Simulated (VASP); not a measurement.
# SiO2 (P4_12_12) in VASP: relaxation of the atoms with PBE

Aim: the relaxation of the atoms of SiO2 with PBE.

All numbers are computed with VASP 6.6.1; they aren't measurements. Logs are shortened: lines on timing, memory, paths and dates and some standing lists are left out, and cuts for length are marked.

## 1. The cell of the first run

It takes space group P4_12_12 (No. 92, tetragonal). The conventional cell has a = 4.986 Å, b = 4.986 Å, c = 6.977 Å, α = 90.00°, β = 90.00°, γ = 90.00°. Si (site symmetry 2) has 4 O at 1.60 to 1.61 Å within 2.1 Å. O (site symmetry 1) has 2 Si at 1.60 to 1.61 Å within 2.1 Å.

## 2. Relaxation of the atoms, PBE

INCAR

```
SYSTEM = SiO2
PREC = Accurate
ENCUT = 520
EDIFF = 1E-6
ISMEAR = -1
SIGMA = 0.02
LREAL = .False.
LASPH = .True.
NELM = 100
ALGO = Normal
ISIF = 2
LWAVE = .False.
LCHARG = .False.
GGA = PE
IBRION = 2
NSW = 80
EDIFFG = -0.02
KPAR = 4
```

KPOINTS

```
regular mesh
0
Gamma
  5 5 4
  0 0 0
```

POSCAR

```
SiO2
1.0
    4.9860000000      0.0000000000      0.0000000000
    0.0000000000      4.9860000000      0.0000000000
    0.0000000000      0.0000000000      6.9770000000
Si O
4 8
Direct
    0.2988200000      0.2988200000      0.0000000000
    0.2011800000      0.7988200000      0.2500000000
    0.7011800000      0.7011800000      0.5000000000
    0.7988200000      0.2011800000      0.7500000000
    0.2407800000      0.1017100000      0.1766300000
    0.3982900000      0.7407800000      0.4266300000
    0.7592200000      0.8982900000      0.6766300000
    0.6017100000      0.2592200000      0.9266300000
    0.7407800000      0.3982900000      0.5733700000
    0.8982900000      0.7592200000      0.3233700000
    0.2592200000      0.6017100000      0.0733700000
    0.1017100000      0.2407800000      0.8233700000
```

Potentials or basis: VASP PAW PBE potentials, release 64 (Si, O).

Launch:

```sh
> cat potpaw_PBE.64/Si/POTCAR potpaw_PBE.64/O/POTCAR > POTCAR
> mpirun -np 4 vasp_std > vasp.out
```

OUTCAR:

```text
SYSTEM = SiO2
   PREC = Accurate
   ENCUT = 520
   EDIFF = 1E-6
   ISMEAR = -1
   LREAL = .False.
   LASPH = .True.
   NELM = 100
   ISIF = 2
   GGA = PE
   IBRION = 2
   NSW = 80
   EDIFFG = -0.02

 ion  position               nearest neighbor table
   1  0.299  0.299  0.000-   5 1.60  12 1.60  11 1.61   8 1.61   2 3.08   4 3.08   2 3.08   4 3.08

   2  0.201  0.799  0.250-   6 1.60  11 1.60  10 1.61   5 1.61   1 3.08   3 3.08   1 3.08   3 3.08

   3  0.701  0.701  0.500-   7 1.60  10 1.60   9 1.61   6 1.61   2 3.08   4 3.08   4 3.08   2 3.08

   4  0.799  0.201  0.750-   8 1.60   9 1.60   7 1.61  12 1.61   1 3.08   3 3.08   3 3.08   1 3.08

   5  0.241  0.102  0.177-   1 1.60   2 1.61
   6  0.398  0.741  0.427-   2 1.60   3 1.61
   7  0.759  0.898  0.677-   3 1.60   4 1.61
   8  0.602  0.259  0.927-   4 1.60   1 1.61
   9  0.741  0.398  0.573-   4 1.60   3 1.61
  10  0.898  0.759  0.323-   3 1.60   2 1.61
  11  0.259  0.602  0.073-   2 1.60   1 1.61
  12  0.102  0.241  0.823-   1 1.60   4 1.61

  LATTYP: Found a simple tetragonal cell.
 ALAT       =     4.9860000000
 C/A-ratio  =     1.3993180907

  Lattice vectors:

 A1 = (   4.9860000000,   0.0000000000,   0.0000000000)
 A2 = (   0.0000000000,   4.9860000000,   0.0000000000)
 A3 = (   0.0000000000,   0.0000000000,   6.9770000000)

Analysis of symmetry for initial positions (statically):
=====================================================================
 Subroutine PRICEL returns:
 Original cell was already a primitive cell.

 Routine SETGRP: Setting up the symmetry group for a
 simple tetragonal supercell.

 Subroutine GETGRP returns: Found  8 space group operations
 (whereof  2 operations were pure point group operations)
 out of a pool of 16 trial point group operations.

The static configuration has the point symmetry C_2 .
 The point group associated with its full space group is D_4 .

Analysis of symmetry for dynamics (positions and initial velocities):
=====================================================================
 Subroutine PRICEL returns:
 Original cell was already a primitive cell.

 Routine SETGRP: Setting up the symmetry group for a
 simple tetragonal supercell.

 Subroutine GETGRP returns: Found  8 space group operations
 (whereof  2 operations were pure point group operations)
 out of a pool of 16 trial point group operations.

The dynamic configuration has the point symmetry C_2 .
 The point group associated with its full space group is D_4 .

 Subroutine INISYM returns: Found  8 space group operations
 (whereof  2 operations are pure point group operations),
 and found     1 'primitive' translations

----------------------------------------------------------------------------------------

                                     Primitive cell

  volume of cell :     173.4496

  direct lattice vectors                    reciprocal lattice vectors
     4.986000000  0.000000000  0.000000000     0.200561572  0.000000000  0.000000000
     0.000000000  4.986000000  0.000000000     0.000000000  0.200561572  0.000000000
     0.000000000  0.000000000  6.977000000     0.000000000  0.000000000  0.143328078

  length of vectors
     4.986000000  4.986000000  6.977000000     0.200561572  0.200561572  0.143328078

  position of ions in fractional coordinates (direct lattice)
     0.298820000  0.298820000  0.000000000
     0.201180000  0.798820000  0.250000000
     0.701180000  0.701180000  0.500000000
     0.798820000  0.201180000  0.750000000
     0.240780000  0.101710000  0.176630000
     0.398290000  0.740780000  0.426630000
     0.759220000  0.898290000  0.676630000
     0.601710000  0.259220000  0.926630000
     0.740780000  0.398290000  0.573370000
     0.898290000  0.759220000  0.323370000
     0.259220000  0.601710000  0.073370000
     0.101710000  0.240780000  0.823370000

  ion indices of the primitive-cell ions
   primitive index   ion index
                 1           1
                 2           2
                 3           3
                 4           4
                 5           5
                 6           6
                 7           7
                 8           8
                 9           9
                10          10
                11          11
                12          12

----------------------------------------------------------------------------------------

 KPOINTS: regular mesh

Automatic generation of k-mesh.
 Grid dimensions read from file:
 generate k-points for:    5    5    4

 Generating k-lattice:

  Cartesian coordinates                     Fractional coordinates (reciprocal lattice)
     0.040112314  0.000000000  0.000000000     0.200000000  0.000000000  0.000000000
     0.000000000  0.040112314  0.000000000     0.000000000  0.200000000  0.000000000
     0.000000000  0.000000000  0.035832019     0.000000000  0.000000000  0.250000000

  Length of vectors
     0.040112314  0.040112314  0.035832019

  Shift w.r.t. Gamma in fractional coordinates (k-lattice)
     0.000000000  0.000000000  0.000000000

 Subroutine IBZKPT returns following result:
 ===========================================

 Found     18 irreducible k-points:

 Following reciprocal coordinates:
            Coordinates               Weight
  0.000000  0.000000  0.000000      1.000000
  0.200000  0.000000  0.000000      4.000000
  0.400000  0.000000  0.000000      4.000000
  0.200000  0.200000  0.000000      4.000000
  0.400000  0.200000  0.000000      8.000000
  0.400000  0.400000  0.000000      4.000000
[... 10 lines left out ...]
  0.400000  0.200000  0.500000      8.000000
  0.400000  0.400000  0.500000      4.000000
   k-points           NKPTS =     18   k-points in BZ     NKDIM =     18   number of bands    NBANDS=     39
   number of dos      NEDOS =    301   number of ions     NIONS =     12
   total plane-waves  NPLWV =  86400
   dimension x,y,z NGX =    40 NGY =   40 NGZ =   54
   dimension x,y,z NGXF=    80 NGYF=   80 NGZF=  108
   ions per type =               4   8
   NGX,Y,Z   is equivalent  to a cutoff of  13.34, 13.34, 12.87 a.u.
   NGXF,Y,Z  is equivalent  to a cutoff of  26.67, 26.67, 25.73 a.u.
 SYSTEM =  SiO2
   PREC   = accura    normal or accurate (medium, high low for compatibility)
   ISTART =      0    job   : 0-new  1-cont  2-samecut
   ICHARG =      2    charge: 1-file 2-atom 10-const
   ISPIN  =      1    spin polarized calculation?
   LNONCOLLINEAR =      F non collinear calculations
   LSORBIT =      F    spin-orbit coupling
   LASPH  =      T    aspherical Exc in radial PAW
   ENCUT  =  520.0 eV  38.22 Ry    6.18 a.u.   9.27  9.27 12.97*2*pi/ulx,y,z
   NELM   =    100;   NELMIN=  2; NELMDL= -5     # of ELM steps
   EDIFF  = 0.1E-05   stopping-criterion for ELM
   LREAL  =      F    real-space projection
   EDIFFG = -.2E-01   stopping-criterion for IOM
   NSW    =     80    number of steps for IOM
   IBRION =      2    ionic relax: 0-MD 1-quasi-New 2-CG
   NFREE  =      1    steps in history (QN), initial steepest desc. (CG)
   ISIF   =      2    stress and relaxation
   ISYM   =      2    0-nonsym 1-usesym 2-fastsym
   POTIM  = 0.5000    time-step for ionic-motion
   TEBEG  =    0.0;   TEEND  =   0.0 temperature during run
   PSTRESS=    0.0 pullay stress
   NELECT =      64.0000    total number of electrons
   NUPDOWN=      -1.0000    fix difference up-down
   EMIN   =  10.00;   EMAX   =-10.00  energy-range for DOS
   EFERMI =   0.00;   METHOD = LEGACY
   ISMEAR =    -1;   SIGMA  =   0.02  broadening in eV -4-tet -1-fermi 0-gaus
   EFERMI_NEDOS =   21; number of points for ismear=-14 and -15
   IALGO  =     38    algorithm
   IMIX   =      4    mixing-type and parameters
     AMIX     =   0.40;   BMIX     =  1.00
     AMIX_MAG =   1.60;   BMIX_MAG =  1.00
  volume/ion in A,a.u.               =      14.45        97.54
  Fermi-wavevector in a.u.,A,eV,Ry     =   1.174204  2.218925 18.759116  1.378756
  Thomas-Fermi vector in A             =   2.310605
   LORBIT       =      0    0 simple, 1 ext, 2 COOP (PROOUT), +10 PAW based schemes
   GGA     = PE    functional components
   LHFCALC =     F    Hartree Fock is set to
   AEXX    =    0.0000 exact exchange contribution
   IVDW    =     0    specifies the selected vdW correction
   LEPSILON=     F    determine dielectric tensor
   LRPA    =     F    only Hartree local field effects (RPA)
 conjugate gradient relaxation of ions
 non-spin polarized calculation
  energy-cutoff  :      520.00
  volume of cell :      173.45
 maximum number of plane-waves:      4702
 NGX is ok and might be reduce to    40
   NGX = 19   NGY = 19   NGZ = 25

--------------------------------------- Ionic step        1  -------------------------------------------

 number of electron      64.0000017 magnetization

 Free energy of the ion-electron system (eV)
  ---------------------------------------------------
  ext. energy  EPLUGINS =         0.00000000
  ---------------------------------------------------
  free energy    TOTEN  =       -94.78427525 eV

  energy without entropy =      -94.78427525  energy(sigma->0) =      -94.78427525

------------------------ aborting loop because EDIFF is reached ----------------------------------------

  FORCE on cell =-STRESS in cart. coord.  units (eV):
  Direction    XX          YY          ZZ          XY          YZ          ZX
  --------------------------------------------------------------------------------------
  -------------------------------------------------------------------------------------
  Total        7.1694557      7.1694557      7.9819205      0.0000000      0.0000000      0.0000000
  in kB       66.2252337     66.2252337     73.7300807      0.0000000      0.0000000      0.0000000
  external PRESSURE =      68.7268493 kB  Pullay stress =       0.0000000 kB
[... 119 lines left out ...]
  FREE ENERGIE OF THE ION-ELECTRON SYSTEM (eV)
  ---------------------------------------------------
  free  energy   TOTEN  =       -94.8226057798 eV

  energy  without entropy=      -94.8226057797  energy(sigma->0) =      -94.82260578

[... ionic steps 4 to 15 ...]

--------------------------------------- Ionic step       16  -------------------------------------------

 number of electron      63.9999985 magnetization

------------------------ aborting loop because EDIFF is reached ----------------------------------------

  FORCE on cell =-STRESS in cart. coord.  units (eV):
  Direction    XX          YY          ZZ          XY          YZ          ZX
  --------------------------------------------------------------------------------------
  -------------------------------------------------------------------------------------
  Total        1.5788883      1.5788883      0.9694232      0.0000000      0.0000000     -0.0000000
  in kB       14.5844054     14.5844054      8.9546935      0.0000000      0.0000000     -0.0000000
  external PRESSURE =      12.7078348 kB  Pullay stress =       0.0000000 kB
[... 77 lines left out ...]
  energy  without entropy=      -94.9054448555  energy(sigma->0) =      -94.90544486

--------------------------------------- Ionic step       18  -------------------------------------------

 number of electron      63.9999986 magnetization

 Free energy of the ion-electron system (eV)
  ---------------------------------------------------
  ext. energy  EPLUGINS =         0.00000000
  ---------------------------------------------------
  free energy    TOTEN  =       -94.90560021 eV

  energy without entropy =      -94.90560021  energy(sigma->0) =      -94.90560021

 E-fermi :   0.4956     XC(G=0):  -8.4155

 val. band max:        0.0610633475   @ k =   0.0000   0.0000   0.0000
 cond. band min:       5.6695875908   @ k =   0.0000   0.0000   0.0000
 fundamental gap:      5.6085242433
 Fermi energy:         0.4955722334

 k-point     1 :       0.0000    0.0000    0.0000
  band No.  band energies     occupation
      1     -19.2850      2.00000
      2     -18.4053      2.00000
      3     -18.4053      2.00000
      4     -17.2839      2.00000
      5     -17.2132      2.00000
      6     -17.2124      2.00000
[... 784 lines left out ...]
  FREE ENERGIE OF THE ION-ELECTRON SYSTEM (eV)
  ---------------------------------------------------
  free  energy   TOTEN  =       -94.9056002076 eV

  energy  without entropy=      -94.9056002076  energy(sigma->0) =      -94.90560021

 reached required accuracy - stopping structural energy minimisation
```

Wall time 3.8 min (4 MPI ranks of Oxide Virtual Turin-like, shared host); peak memory 0.31 GiB.

Results:

| Quantity | Value |
| --- | --- |
| Free energy | -94.9056 eV |
| Energy gained by relaxing | 10.1 meV/atom |
| Ionic steps | 18 |
| Pressure after relaxing | 1.2 GPa |
| Largest force after relaxing | 0.015 eV/Å |
| Band gap on the k mesh | 5.61 eV |

Forces on the atoms (eV/Å):
```
Si   0.010  0.010  0.000
Si  -0.010  0.010  0.000
Si  -0.010 -0.010  0.000
Si   0.010 -0.010  0.000
O   -0.002  0.005 -0.001
O   -0.005 -0.002 -0.001
O    0.002 -0.005 -0.001
O    0.005  0.002 -0.001
O   -0.002 -0.005  0.001
O   -0.005  0.002  0.001
O    0.002  0.005  0.001
O    0.005 -0.002  0.001
```

The path:
```tsv
step	energy change (eV)	largest force (eV/Å)	pressure (GPa)
1	0.0000	0.4666	6.87
2	-0.0378	0.6139	5.33
3	-0.0383	0.5541	5.48
4	-0.0644	0.4353	4.70
5	-0.0958	0.1858	2.49
6	-0.0995	0.1942	2.43
7	-0.1080	0.2192	2.27
8	-0.1141	0.2657	1.94
9	-0.1166	0.1844	1.87
10	-0.1193	0.0666	1.69
11	-0.1196	0.0610	1.66
12	-0.1202	0.0469	1.57
13	-0.1209	0.0346	1.39
14	-0.1210	0.0409	1.31
15	-0.1211	0.0393	1.25
16	-0.1211	0.0256	1.27
17	-0.1212	0.0230	1.24
18	-0.1213	0.0148	1.16
```

Final structure:
```
Si O
1.0
     4.98600    0.00000    0.00000
     0.00000    4.98600    0.00000
     0.00000    0.00000    6.97700
Si O
4 8
Direct
  0.30340 0.30340 0.00000
  0.19660 0.80340 0.25000
  0.69660 0.69660 0.50000
  0.80340 0.19660 0.75000
  0.23764 0.11281 0.18309
  0.38719 0.73764 0.43309
  0.76236 0.88719 0.68309
  0.61281 0.26236 0.93309
  0.73764 0.38719 0.56691
  0.88719 0.76236 0.31691
  0.26236 0.61281 0.06691
  0.11281 0.23764 0.81691
```

Levels at points of the mesh, in eV from the valence-band top:
| k point | band 29 | band 30 | band 31 | band 32 | band 33 | band 34 | band 35 | band 36 |
| --- | --- | --- | --- | --- | --- | --- | --- | --- |
| (0.00, 0.00, 0.00) | -0.66 | -0.32 | -0.32 | 0.00 | 5.61 | 8.75 | 8.75 | 9.13 |
| (0.00, 0.00, 0.50) | -0.54 | -0.54 | -0.37 | -0.37 | 6.87 | 6.87 | 9.30 | 9.30 |

Caveat: an odd mesh through Γ misses points on the zone boundary, where band edges can lie.
